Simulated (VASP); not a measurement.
The system is InP.

```
In P
1.0
     0.00000    2.98798    2.98798
     2.98798    0.00000    2.98798
     2.98798    2.98798    0.00000
In P
1 1
Direct
  0.00000 0.00000 0.00000
  0.75000 0.75000 0.75000
```

Base run:

- Program: VASP 6.6.1
- Functional: b88 exchange, pbe correlation
- Potentials or basis: VASP PAW PBE potentials, release 64 (In_d, P)
- Cutoff: 500 eV
- k mesh: 8 × 8 × 8
- Occupations: fermi-dirac, width 0.05 eV
- Spin: no spin polarisation

Its results: band gap on the k mesh 0.37 eV; pressure -0.6 GPa.

Question: The run is repeated on the same cell with these changes: functional from b88 exchange, pbe correlation to r2SCAN50; cutoff from 500 eV to 520 eV; k mesh from 8 × 8 × 8 to 4 × 4 × 4. What comes out?

Answer: Band gap on the k mesh 3.49 eV; pressure -4.9 GPa.

Several settings changed at once.

Caveats: some runs use coarse meshes; the PAW data sets were made with another functional, which shifts forces and pressure a little; spin-orbit coupling is left out, which moves the levels of the heavy elements.

